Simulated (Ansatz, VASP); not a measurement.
# KCl: VASP beside Ansatz

The input INCAR:

```
PREC = Accurate
ENCUT = 520
EDIFF = 1E-6
ISMEAR = 0
SIGMA = 0.05
LREAL = False
LASPH = True
NELM = 100
ALGO = Normal
ISIF = 2
LWAVE = False
LCHARG = True
GGA = PE
LELF = True
LVHAR = True
NBANDS = 15
```

The input KPOINTS:

```
regular mesh
0
Gamma
  6 6 6
```

The input POSCAR:

```
KCl
1.0
    3.8391960000      0.0000000000      0.0000000000
    0.0000000000      3.8391960000      0.0000000000
    0.0000000000      0.0000000000      3.8391960000
K Cl
1 1
Direct
    0.0000000000      0.0000000000      0.0000000000
    0.5000000000      0.5000000000      0.5000000000
```

Input for Ansatz:

```yaml
crystal:
  lattice:
    - [3.839196, 0.0, 0.0]
    - [0.0, 3.839196, 0.0]
    - [0.0, 0.0, 3.839196]
  atoms:
    - { symbol: K, position: [0.0, 0.0, 0.0] }
    - { symbol: Cl, position: [0.5, 0.5, 0.5] }
basis:
  ecutwfc: 420
kpoints:
  mp_grid: { grid: [6, 6, 6] }
hamiltonian:
  xc: pbe
scf:
  occupations: { method: gaussian, width: 0.05 }
output:
  forces: true
  stress: true
  eigenvalues: true
```

Alike in both runs: task single point; functional PBE; k mesh 6 × 6 × 6; occupations gaussian, width 0.05 eV; no spin polarisation.

|  | VASP | Ansatz |
| --- | --- | --- |
| version | VASP 6.6.1 | Ansatz 0.2.0 |
| potentials or method | VASP PAW PBE potentials, release 64 (K_sv, Cl), cutoff 520 eV | scalar-relativistic, plane waves, PAW |
| valence electrons in the cell | 16 | 16 |

|  | VASP | Ansatz | Ansatz less VASP |
| --- | --- | --- | --- |
| gap on the k mesh at the Fermi level (eV) | 4.80 | 4.80 | +0.001 |
| least direct gap on the mesh (eV) | 5.00 | 5.00 | 0.000 |
| pressure (GPa) | 0.0 | -0.1 | -0.01 |

The functional is the same, so the differences come from potentials, cutoffs and numerics.
